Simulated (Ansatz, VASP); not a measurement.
**Two plane-wave programs on HfC**

Contents of INCAR:

```
SYSTEM = HfC
ALGO     = Normal         ! electronic algorithm
EDIFF    = 1E-6           ! SCF threshold, eV
ENCUT    = 520            ! plane-wave cutoff, eV
GGA      = PE             ! functional
ISIF     = 2              ! what is computed and relaxed
ISMEAR   = 1              ! smearing method
LASPH    = .TRUE.         ! aspherical terms in the spheres
LCHARG   = .TRUE.         ! write CHGCAR
LELF     = .TRUE.         ! ELF
LREAL    = .FALSE.        ! projectors in reciprocal space
LVHAR    = .TRUE.       
LWAVE    = .FALSE.        ! write WAVECAR
NBANDS   = 14             ! bands
NELM     = 60             ! most SCF steps
PREC     = Accurate       ! precision mode
SIGMA    = 0.1            ! smearing width, eV
```

KPOINTS

```
k-points
0
G
  13 13 13
  0 0 0
```

Contents of POSCAR:

```
HfC
1.0
    0.0000000000      2.4025000000      2.3250000000
    2.4025000000      0.0000000000      2.3250000000
    2.4025000000      2.4025000000      0.0000000000
Hf C
1 1
Direct
    0.5000000000      0.5000000000      0.5000000000
    0.0000000000      0.0000000000      0.0000000000
```

Input for Ansatz:

```yaml
crystal:
  lattice:
    - [0.0, 2.4025, 2.325]
    - [2.4025, 0.0, 2.325]
    - [2.4025, 2.4025, 0.0]
  atoms:
    - { symbol: Hf, position: [0.5, 0.5, 0.5] }
    - { symbol: C, position: [0.0, 0.0, 0.0] }
basis:
  ecutwfc: 520.0
kpoints:
  mp_grid:
    grid: [13, 13, 13]
hamiltonian:
  xc: pbe
scf:
  occupations:
    method: cold
    width: 0.1
output:
  stress: true
```

Alike in both runs: task single point; functional PBE; k mesh 13 × 13 × 13; no spin polarisation.

```csv
,VASP,Ansatz
version,VASP 6.6.1,Ansatz 0.2.0
potentials or method,"VASP PAW PBE potentials, release 64 (Hf_pv, C), cutoff 520 eV","plane waves, PAW"
occupations,"methfessel-paxton of order 1, width 0.1 eV","cold, width 0.1 eV"
valence electrons in the cell,14,30
```

Ansatz gave:

* pressure (GPa): -12.9
* traceless stress, the component that is largest in VASP (GPa): 6.75

Question: Which values does VASP return?

Answer: Pressure (GPa): -13.7; traceless stress, the component that is largest in VASP (GPa): 6.77.

VASP's potentials hold 14 valence electrons a cell and Ansatz's 30, so a difference there can come from the potentials and not from the codes.

Neither program's run includes spin-orbit coupling.
